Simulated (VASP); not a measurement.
Here is a VASP 6.6.1 calculation.

INCAR

```
SYSTEM = MnV
ALGO     = Fast           ! electronic algorithm
EDIFF    = 1E-8           ! SCF threshold, eV
ENCUT    = 600            ! plane-wave cutoff, eV
GGA      = CA             ! functional
IBRION   = 6              ! ionic algorithm
ISIF     = 3              ! what is computed and relaxed
ISMEAR   = -1             ! smearing method
LASPH    = .True.         ! aspherical terms in the spheres
LCHARG   = .False.        ! write CHGCAR
LREAL    = .False.        ! projectors in reciprocal space
LWAVE    = .False.        ! write WAVECAR
NBANDS   = 20             ! bands
NELM     = 100            ! most SCF steps
NFREE    = 2            
NSW      = 1              ! ionic steps
POTIM    = 0.015          ! step
PREC     = Accurate       ! precision mode
SIGMA    = 0.15           ! smearing width, eV
```

The input KPOINTS:

```
k-points
0
Gamma
  14 14 14
  0 0 0
```

POSCAR

```
MnV
1.0
    2.8111210685      0.0000000000      0.0000000000
    0.0000000000      2.8111210685      0.0000000000
    0.0000000000      0.0000000000      2.8111210685
Mn V
1 1
Direct
    0.0000000000      0.0000000000      0.0000000000
    0.5000000000      0.5000000000      0.5000000000
```

Potentials or basis: VASP PAW LDA potentials, release 64 (Mn_pv, V_sv).

Command:

```console
$ cat potpaw_LDA.64/Mn_pv/POTCAR potpaw_LDA.64/V_sv/POTCAR > POTCAR
$ mpirun -np 1 vasp_std > vasp.out
```

(1) What does it give for the elastic constants C11, C12, C44?

(2) What does it give for the Voigt bulk modulus?

(3) What does it give for the highest phonon frequency at Γ?

Answers

(1) 542, 152, 91 GPa.

(2) 282 GPa.

(3) 260 cm⁻¹.

Caveat: the run has no spin polarisation, though such a crystal can be magnetic.
